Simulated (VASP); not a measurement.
Set up this calculation in VASP 6.6.1, as the native input.

```yaml
Task: single point
Functional: PBE
Dispersion: D3(BJ)
Potentials_or_basis: VASP PAW PBE potentials, release 64 (N_h)
Cutoff: 910 eV
k_mesh: 1 × 1 × 1
Occupations: fermi-dirac, width 0.05 eV
Spin: no spin polarisation
Dipole_correction: no
Further_INCAR_settings: LREAL = Auto; ALGO = Normal; EDIFF = 1e-06; NBANDS = 78
```

The structure of N lies in POSCAR:

```
N
1.0
    8.8620950000      0.0000000000      0.0000000000
    0.0000000000      8.8620950000      0.0000000000
    0.0000000000      0.0000000000      8.8620950000
N
24
Direct
    0.8116590942      0.5143591893      0.3328783995
    0.8745674697      0.6168857364      0.3712553296
    0.6398599880      0.9197035238      0.6378514335
    0.6990672070      0.8618729544      0.7314523259
    0.2748560019      0.1887251265      0.8612636177
    0.3251149982      0.2028752795      0.7476674534
    0.5861932195      0.2310063253      0.0892114111
    0.6971489247      0.2871330086      0.1036775164
    0.0058338350      0.1224202629      0.5581750139
   -0.0417508501      0.1960935874      0.4704869447
    0.2204444886      0.5730247757      0.8444955736
    0.2635494203      0.5900523522      0.7291165351
    0.2257818270      0.4375714772      0.2985298623
    0.1665971759      0.3584028382      0.2217195821
    0.2875166651      0.8441909052      0.3895918516
    0.1957212149      0.9122560749      0.3419620304
    0.5643022333      0.8064571639      0.0458130950
    0.5503326245      0.6888326067      0.0892114111
    0.5674166210      0.2529875836      0.4212547936
    0.5831916719      0.2666299560      0.5446116296
    0.9068623164      0.3796957717      0.7654059226
    0.8122458629      0.4508076251      0.8004089327
    0.0317644981      0.9525738553      0.9739683450
   -0.0883538260      0.9550450542      1.0078091016
```

These files were run (other wordings do the same):

INCAR

```
SYSTEM = N
PREC = Accurate
ENCUT = 910
EDIFF = 1E-6
ISMEAR = -1
SIGMA = 0.05
LREAL = Auto
LASPH = .True.
NELM = 120
ALGO = Normal
ISIF = 2
LWAVE = .False.
LCHARG = .False.
GGA = PE
IVDW = 12
NBANDS = 78
GGA_COMPAT = .False.
```

KPOINTS

```
regular mesh
0
Gamma
  1 1 1
  0 0 0
```

Potentials or basis: VASP PAW PBE potentials, release 64 (N_h).

Run with:

```bash
$ cat potpaw_PBE.64/N_h/POTCAR > POTCAR
$ mpirun -np 1 vasp_gam > vasp.out
```

It gave:

| Item | Value |
| --- | --- |
| Pressure | -0.6 GPa |
| Largest force | 2.293 eV/Å |
| Dispersion energy per atom | -0.040 eV |

Caveat: the k points lie up to 0.71 Å⁻¹ apart; the cutoff is under 1.25 times the usual one of these potentials, so pressure, stress and relaxed cells hold a basis-set (Pulay) error.

Run time: 6.5 min on 1 thread of AMD EPYC 7R43 64-Core Processor (Zen 3), with other jobs on the host, peak memory 1.1 GiB.
